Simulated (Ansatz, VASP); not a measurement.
**BiTe: VASP beside Ansatz**

The input INCAR:

```
PREC = Accurate ; ENCUT = 520
EDIFF = 1E-6 ; ISMEAR = 0
SIGMA = 0.05 ; LREAL = False
LASPH = True ; NELM = 100
ALGO = Normal ; ISIF = 2
LWAVE = False ; LCHARG = False
GGA = PE ; IVDW = 12
NBANDS = 18
```

File KPOINTS:

```
Automatic mesh
0
Gamma
  6 6 6
```

The input POSCAR:

```
BiTe
1.0
    0.0000000000      3.2072905903      3.2072905903
    3.2072905903      0.0000000000      3.2072905903
    3.2072905903      3.2072905903      0.0000000000
Bi Te
1 1
Direct
    0.5000000000      0.5000000000      0.5000000000
    0.0000000000      0.0000000000      0.0000000000
```

Input for Ansatz:

```yaml
crystal:
  lattice:
    - [0.0, 3.2072905903, 3.2072905903]
    - [3.2072905903, 0.0, 3.2072905903]
    - [3.2072905903, 3.2072905903, 0.0]
  atoms:
    - { symbol: Bi, position: [0.5, 0.5, 0.5] }
    - { symbol: Te, position: [0.0, 0.0, 0.0] }
basis:
  ecutwfc: 420
  ecutrho_ratio: 4
kpoints:
  mp_grid: { grid: [6, 6, 6] }
hamiltonian:
  xc: pbe
  dispersion: d3bj
scf:
  occupations: { method: gaussian, width: 0.05 }
output:
  forces: true
  stress: true
  eigenvalues: true
```

Alike in both runs: task single point; functional PBE; dispersion D3(BJ); k mesh 6 × 6 × 6; occupations gaussian, width 0.05 eV; no spin polarisation.

```csv
,VASP,Ansatz
version,VASP 6.6.1,Ansatz 0.2.0
potentials or method,"VASP PAW PBE potentials, release 64 (Bi_d, Te), cutoff 520 eV","scalar-relativistic, plane waves, PAW"
valence electrons in the cell,21,31
```

```tsv
	VASP	Ansatz	Ansatz less VASP
gap on the k mesh at the Fermi level (eV)	none	none	-
pressure (GPa)	-0.1	0.0	+0.06
```

A gap of «none» marks a metal or a gap that the smearing closes. VASP's potentials hold 21 valence electrons a cell and Ansatz's 31, so a difference there can come from the potentials and not from the codes.

Neither program's run includes spin-orbit coupling.
